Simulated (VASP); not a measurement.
# BaTiO3 (P4mm) in VASP: single point with PBE

Aim: the single point of BaTiO3 with PBE.

All numbers are computed with VASP 6.6.1; they aren't measurements. Logs are shortened: lines on timing, memory, paths and dates and some standing lists are left out, and cuts for length are marked.

**1. The cell of the first run**

Symmetry: P4mm, No. 99, tetragonal system. The conventional cell has a = 3.888 Å, b = 3.888 Å, c = 3.897 Å, α = 90.00°, β = 90.00°, γ = 90.00°. Within 3.6 Å of Ba (site symmetry 4mm) lie 12 O at 2.73 to 2.77 Å and 8 Ti at 3.35 to 3.39 Å. Ti (site symmetry 4mm) has 6 O at 1.89 to 2.00 Å within 2.5 Å. O (site symmetry 4mm) has 2 Ti at 1.89 to 2.00 Å within 2.5 Å. O (site symmetry 2mm) has 2 Ti at 1.94 Å within 2.6 Å.

**2. Single point, PBE**

INCAR

```
SYSTEM = BaTiO3
PREC = Accurate ; ENCUT = 1340
EDIFF = 1E-6 ; ISMEAR = 0
SIGMA = 0.01 ; LREAL = .FALSE.
LASPH = .TRUE. ; NELM = 120
ALGO = Normal ; ISIF = 2
LWAVE = .FALSE. ; LCHARG = .FALSE.
GGA = PE ; NBANDS = 28
GGA_COMPAT = .FALSE.
```

KPOINTS

```
Automatic mesh
0
G
  4 4 4
  0 0 0
```

POSCAR

```
BaTiO3
1.0
    3.8880344093      0.0000000000      0.0000000000
    0.0000000000      3.8880344093      0.0000000000
    0.0000000000      0.0000000000      3.8971916161
Ba Ti O
1 1 3
Direct
    0.0000000000      0.0000000000      0.0057515103
    0.5000000000      0.5000000000      0.4986446537
    0.5000000000      0.5000000000      0.0130596583
    0.5000000000      0.0000000000      0.5127720888
    0.0000000000      0.5000000000      0.5127720888
```

Potentials or basis: VASP PAW PBE potentials, release 64 (Ba_sv, Ti_sv, O_h).

Run with:

```bash
> cat potpaw_PBE.64/Ba_sv/POTCAR potpaw_PBE.64/Ti_sv/POTCAR potpaw_PBE.64/O_h/POTCAR > POTCAR
> mpirun -np 1 vasp_std > vasp.out
```

OUTCAR:

```text
SYSTEM = BaTiO3
   PREC = Accurate
   ENCUT = 1340
   EDIFF = 1E-6
   ISMEAR = 0
   LREAL = .FALSE.
   LASPH = .TRUE.
   NELM = 120
   ISIF = 2
   GGA = PE

 ion  position               nearest neighbor table
   1  0.000  0.000  0.006-   4 2.73   5 2.73   5 2.73   4 2.73   3 2.75   3 2.75   3 2.75   3 2.75
                             4 2.77   5 2.77   5 2.77   4 2.77   2 3.35   2 3.35   2 3.35   2 3.35
   2  0.500  0.500  0.499-   3 1.89   4 1.94   5 1.94   4 1.94   5 1.94   3 2.00   1 3.35   1 3.35
                             1 3.35   1 3.35   1 3.39   1 3.39   1 3.39   1 3.39
   3  0.500  0.500  0.013-   2 1.89   2 2.00   1 2.75   1 2.75   1 2.75   1 2.75
   4  0.500  0.000  0.513-   2 1.94   2 1.94   1 2.73   1 2.73   1 2.77   1 2.77
   5  0.000  0.500  0.513-   2 1.94   2 1.94   1 2.73   1 2.73   1 2.77   1 2.77

  LATTYP: Found a simple tetragonal cell.
 ALAT       =     3.8880344093
 C/A-ratio  =     1.0023552278

  Lattice vectors:

 A1 = (   3.8880344093,   0.0000000000,   0.0000000000)
 A2 = (   0.0000000000,   3.8880344093,   0.0000000000)
 A3 = (   0.0000000000,   0.0000000000,   3.8971916161)

Analysis of symmetry for initial positions (statically):
=====================================================================
 Subroutine PRICEL returns:
 Original cell was already a primitive cell.

 Routine SETGRP: Setting up the symmetry group for a
 simple tetragonal supercell.

 Subroutine GETGRP returns: Found  8 space group operations
 (whereof  8 operations were pure point group operations)
 out of a pool of 16 trial point group operations.

The static configuration has the point symmetry C_4v.

Analysis of symmetry for dynamics (positions and initial velocities):
=====================================================================
 Subroutine PRICEL returns:
 Original cell was already a primitive cell.

 Routine SETGRP: Setting up the symmetry group for a
 simple tetragonal supercell.

 Subroutine GETGRP returns: Found  8 space group operations
 (whereof  8 operations were pure point group operations)
 out of a pool of 16 trial point group operations.

The dynamic configuration has the point symmetry C_4v.

 Subroutine INISYM returns: Found  8 space group operations
 (whereof  8 operations are pure point group operations),
 and found     1 'primitive' translations

----------------------------------------------------------------------------------------

                                     Primitive cell

  volume of cell :      58.9131

  direct lattice vectors                    reciprocal lattice vectors
     3.888034409  0.000000000  0.000000000     0.257199370  0.000000000  0.000000000
     0.000000000  3.888034409  0.000000000     0.000000000  0.257199370  0.000000000
     0.000000000  0.000000000  3.897191616     0.000000000  0.000000000  0.256595030

  length of vectors
     3.888034409  3.888034409  3.897191616     0.257199370  0.257199370  0.256595030

  position of ions in fractional coordinates (direct lattice)
     0.000000000  0.000000000  0.005751510
     0.500000000  0.500000000  0.498644654
     0.500000000  0.500000000  0.013059658
     0.500000000  0.000000000  0.512772089
     0.000000000  0.500000000  0.512772089

  ion indices of the primitive-cell ions
   primitive index   ion index
                 1           1
                 2           2
                 3           3
                 4           4
                 5           5

----------------------------------------------------------------------------------------

 KPOINTS: Automatic mesh

Automatic generation of k-mesh.
 Grid dimensions read from file:
 generate k-points for:    4    4    4

 Generating k-lattice:

  Cartesian coordinates                     Fractional coordinates (reciprocal lattice)
     0.064299842  0.000000000  0.000000000     0.250000000  0.000000000  0.000000000
     0.000000000  0.064299842  0.000000000     0.000000000  0.250000000  0.000000000
     0.000000000  0.000000000  0.064148758     0.000000000  0.000000000  0.250000000

  Length of vectors
     0.064299842  0.064299842  0.064148758

  Shift w.r.t. Gamma in fractional coordinates (k-lattice)
     0.000000000  0.000000000  0.000000000

 Subroutine IBZKPT returns following result:
 ===========================================

 Found     18 irreducible k-points:

 Following reciprocal coordinates:
            Coordinates               Weight
  0.000000  0.000000  0.000000      1.000000
  0.250000  0.000000  0.000000      4.000000
  0.500000  0.000000  0.000000      2.000000
  0.250000  0.250000  0.000000      4.000000
  0.500000  0.250000  0.000000      4.000000
  0.500000  0.500000  0.000000      1.000000
[... 10 lines left out ...]
  0.500000  0.250000  0.500000      4.000000
  0.500000  0.500000  0.500000      1.000000
   k-points           NKPTS =     18   k-points in BZ     NKDIM =     18   number of bands    NBANDS=     28
   number of dos      NEDOS =    301   number of ions     NIONS =      5
   total plane-waves  NPLWV = 110592
   dimension x,y,z NGX =    48 NGY =   48 NGZ =   48
   dimension x,y,z NGXF=    96 NGYF=   96 NGZF=   96
   ions per type =               1   1   3
   NGX,Y,Z   is equivalent  to a cutoff of  20.52, 20.52, 20.48 a.u.
   NGXF,Y,Z  is equivalent  to a cutoff of  41.05, 41.05, 40.95 a.u.
 SYSTEM =  BaTiO3
   PREC   = accura    normal or accurate (medium, high low for compatibility)
   ISTART =      0    job   : 0-new  1-cont  2-samecut
   ICHARG =      2    charge: 1-file 2-atom 10-const
   ISPIN  =      1    spin polarized calculation?
   LNONCOLLINEAR =      F non collinear calculations
   LSORBIT =      F    spin-orbit coupling
   LASPH  =      T    aspherical Exc in radial PAW
   ENCUT  = 1340.0 eV  98.49 Ry    9.92 a.u.  11.60 11.60 11.63*2*pi/ulx,y,z
   NELM   =    120;   NELMIN=  2; NELMDL= -5     # of ELM steps
   EDIFF  = 0.1E-05   stopping-criterion for ELM
   LREAL  =      F    real-space projection
   EDIFFG = 0.1E-04   stopping-criterion for IOM
   NSW    =      0    number of steps for IOM
   IBRION =     -1    ionic relax: 0-MD 1-quasi-New 2-CG
   NFREE  =      0    steps in history (QN), initial steepest desc. (CG)
   ISIF   =      2    stress and relaxation
   ISYM   =      2    0-nonsym 1-usesym 2-fastsym
   POTIM  = 0.5000    time-step for ionic-motion
   TEBEG  =    0.0;   TEEND  =   0.0 temperature during run
   PSTRESS=    0.0 pullay stress
   NELECT =      40.0000    total number of electrons
   NUPDOWN=      -1.0000    fix difference up-down
   EMIN   =  10.00;   EMAX   =-10.00  energy-range for DOS
   EFERMI =   0.00;   METHOD = LEGACY
   ISMEAR =     0;   SIGMA  =   0.01  broadening in eV -4-tet -1-fermi 0-gaus
   EFERMI_NEDOS =   21; number of points for ismear=-14 and -15
   IALGO  =     38    algorithm
   IMIX   =      4    mixing-type and parameters
     AMIX     =   0.40;   BMIX     =  1.00
     AMIX_MAG =   1.60;   BMIX_MAG =  1.00
  volume/ion in A,a.u.               =      11.78        79.51
  Fermi-wavevector in a.u.,A,eV,Ry     =   1.438879  2.719086 28.169119  2.070372
  Thomas-Fermi vector in A             =   2.557796
   LORBIT       =      0    0 simple, 1 ext, 2 COOP (PROOUT), +10 PAW based schemes
   GGA     = PE    functional components
   LHFCALC =     F    Hartree Fock is set to
   AEXX    =    0.0000 exact exchange contribution
   IVDW    =     0    specifies the selected vdW correction
   LEPSILON=     F    determine dielectric tensor
   LRPA    =     F    only Hartree local field effects (RPA)
 non-spin polarized calculation
 Gauss-broadening in eV      SIGMA  =   0.01
  energy-cutoff  :     1340.00
  volume of cell :       58.91
 maximum number of plane-waves:      6624
 NGX is ok and might be reduce to    48
   NGX = 23   NGY = 23   NGZ = 23

 number of electron      40.0000002 magnetization

 Free energy of the ion-electron system (eV)
  ---------------------------------------------------
  ext. energy  EPLUGINS =         0.00000000
  ---------------------------------------------------
  free energy    TOTEN  =       -39.57124561 eV

  energy without entropy =      -39.57124561  energy(sigma->0) =      -39.57124561

 E-fermi :   5.1353     XC(G=0): -11.7158

 val. band max:        4.9160678086   @ k =   0.5000   0.5000   0.5000
 cond. band min:       6.8226240465   @ k =   0.0000   0.0000   0.0000
 fundamental gap:      1.9065562379
 Fermi energy:         5.1353251739

 k-point     1 :       0.0000    0.0000    0.0000
  band No.  band energies     occupation
      1     -51.3636      2.00000
      2     -27.6343      2.00000
      3     -27.6266      2.00000
      4     -27.6266      2.00000
      5     -19.7435      2.00000
      6     -12.1617      2.00000
[... 20 lines left out ...]
     27      10.0769      0.00000
     28      13.2748      0.00000

 k-point     2 :       0.2500    0.0000    0.0000
  band No.  band energies     occupation
      1     -51.3627      2.00000
      2     -27.6672      2.00000
      3     -27.6326      2.00000
      4     -27.6249      2.00000
      5     -19.6497      2.00000
      6     -12.3233      2.00000
[... 20 lines left out ...]
     27      11.3199      0.00000
     28      13.6892      0.00000

 k-point     3 :       0.5000    0.0000    0.0000
  band No.  band energies     occupation
      1     -51.3619      2.00000
      2     -27.7073      2.00000
      3     -27.6310      2.00000
      4     -27.6233      2.00000
      5     -19.5518      2.00000
      6     -12.5810      2.00000
[... 20 lines left out ...]
     27      12.9945      0.00000
     28      13.4597      0.00000

 k-point     4 :       0.2500    0.2500    0.0000
  band No.  band energies     occupation
      1     -51.3619      2.00000
      2     -27.6657      2.00000
      3     -27.6640      2.00000
      4     -27.6310      2.00000
      5     -19.5745      2.00000
      6     -12.2157      2.00000
[... 392 lines left out ...]
     27      13.6293      0.00000
     28      13.7248      0.00000

 k-point    17 :       0.5000    0.2500    0.5000
  band No.  band energies     occupation
      1     -51.3595      2.00000
      2     -27.7049      2.00000
      3     -27.6992      2.00000
      4     -27.6589      2.00000
      5     -19.3936      2.00000
      6     -11.5419      2.00000
[... 20 lines left out ...]
     27      13.4996      0.00000
     28      13.6978      0.00000

 k-point    18 :       0.5000    0.5000    0.5000
  band No.  band energies     occupation
      1     -51.3587      2.00000
      2     -27.7028      2.00000
      3     -27.6971      2.00000
      4     -27.6971      2.00000
      5     -19.3440      2.00000
      6     -11.1816      2.00000
[... 20 lines left out ...]
     27      13.5397      0.00000
     28      13.5665      0.00000

------------------------ aborting loop because EDIFF is reached ----------------------------------------

  FORCE on cell =-STRESS in cart. coord.  units (eV):
  Direction    XX          YY          ZZ          XY          YZ          ZX
  --------------------------------------------------------------------------------------
  -------------------------------------------------------------------------------------
  Total        8.1788433      8.1788433      8.1693271      0.0000000      0.0000000      0.0000000
  in kB      222.4285395    222.4285395    222.1697409      0.0000000      0.0000000      0.0000000
  external PRESSURE =     222.3422733 kB  Pullay stress =       0.0000000 kB

 VOLUME and BASIS-vectors are now :
 -----------------------------------------------------------------------------
  energy-cutoff  :     1340.00
  volume of cell :       58.91
      direct lattice vectors                 reciprocal lattice vectors
     3.888034409  0.000000000  0.000000000     0.257199370  0.000000000  0.000000000
     0.000000000  3.888034409  0.000000000     0.000000000  0.257199370  0.000000000
     0.000000000  0.000000000  3.897191616     0.000000000  0.000000000  0.256595030

 POSITION                                       TOTAL-FORCE (eV/Angst)
 -----------------------------------------------------------------------------------
      0.00000      0.00000      0.02241         0.000000     -0.000000      0.020037
      1.94402      1.94402      1.94331         0.000000     -0.000000      0.001657
      1.94402      1.94402      0.05090         0.000000      0.000000     -0.003654
      1.94402      0.00000      1.99837         0.000000     -0.000000     -0.009020
      0.00000      1.94402      1.99837         0.000000     -0.000000     -0.009020
 -----------------------------------------------------------------------------------
    total drift:                                0.000000     -0.000000     -0.001453

  FREE ENERGIE OF THE ION-ELECTRON SYSTEM (eV)
  ---------------------------------------------------
  free  energy   TOTEN  =       -39.5712456093 eV

  energy  without entropy=      -39.5712456093  energy(sigma->0) =      -39.57124561
```

It took 1.7 min on 1 thread of Intel Xeon Platinum 8259CL at 2.50GHz (Skylake/Cascade Lake), shared host; peak memory 0.4 GiB.

Results:

* Free energy: -39.5712 eV
* Pressure: 22.2 GPa
* Largest force: 0.020 eV/Å
* Band gap on the k mesh: 1.91 eV (least direct gap 2.00 eV)

Forces in eV/Å, atoms in the order of the input:
```
Ba   0.000  0.000  0.020
Ti   0.000  0.000  0.002
O    0.000  0.000 -0.004
O    0.000  0.000 -0.009
O    0.000  0.000 -0.009
```

Levels at points of the mesh, in eV from the valence-band top:
| k point | band 16 | band 17 | band 18 | band 19 | band 20 | band 21 | band 22 | band 23 | band 24 | band 25 |
| --- | --- | --- | --- | --- | --- | --- | --- | --- | --- | --- |
| (0.00, 0.00, 0.00) | -1.27 | -1.25 | -0.10 | -0.10 | -0.10 | 1.91 | 1.97 | 1.97 | 4.51 | 4.52 |
| (0.50, 0.00, 0.00) | -2.09 | -1.93 | -1.89 | -0.77 | -0.73 | 2.17 | 3.92 | 3.93 | 4.54 | 6.75 |
| (0.50, 0.50, 0.00) | -3.02 | -1.67 | -0.83 | -0.83 | -0.10 | 3.94 | 3.94 | 4.38 | 5.46 | 8.32 |
| (0.00, 0.00, 0.50) | -2.05 | -1.95 | -1.95 | -0.69 | -0.69 | 2.10 | 3.93 | 3.93 | 4.53 | 6.79 |
| (0.50, 0.00, 0.50) | -3.01 | -1.66 | -0.82 | -0.82 | -0.13 | 3.94 | 3.94 | 4.37 | 5.50 | 8.32 |
| (0.50, 0.50, 0.50) | -2.35 | -2.35 | -0.03 | -0.03 | 0.00 | 4.70 | 4.70 | 4.70 | 7.08 | 7.11 |

Caveat: the cell stands under pressure; spin-orbit coupling is left out, which moves the levels of the heavy elements. A k mesh can miss the band edges.
